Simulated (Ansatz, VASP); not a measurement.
# BN: VASP beside Ansatz

```xyz
4
Lattice="2.3060 0.0000 0.0000 -1.1530 2.1550 0.0000 0.0000 0.0000 6.0192" Properties=species:S:1:pos:R:3 pbc="T T T"
B     0.0000    1.4000    1.5048
B     1.1530    0.7550    4.5144
N     0.0000    1.5028    4.5144
N     1.1530    0.6521    1.5048
```

Change from the starting cell: normal strain along x -0.0733, normal strain along z -0.0733.

Alike in both runs: functional LDA; k mesh 12 × 12 × 4; occupations gaussian, width 0.05 eV; no spin polarisation.

Ansatz relaxed the structure, and its values are those at the end. VASP's run is a single point on that final structure, the one shown.

```csv
,VASP,Ansatz
version,VASP 6.6.1,Ansatz 0.2.0
potentials or method,"VASP PAW LDA potentials, release 64 (B, N), cutoff 520 eV","scalar-relativistic, plane waves, PAW"
valence electrons in the cell,16,16
```

```csv
,VASP,Ansatz,Ansatz less VASP
gap on the k mesh at the Fermi level (eV),3.64,3.66,+0.016
least direct gap on the mesh (eV),4.35,4.37,+0.015
pressure (GPa),38.8,38.1,-0.69
rms of the force components (eV/Å),0.005,0.001,-0.0044
```

Ansatz warns that its potentials were made for another functional, while VASP's fit it. LDA's correlation is that of Perdew and Zunger in VASP and of Perdew and Wang (1992) in Ansatz. Both programs put the cell under a high pressure, so it lies far from rest at this level. Ansatz's warnings: stress scf threshold loose.
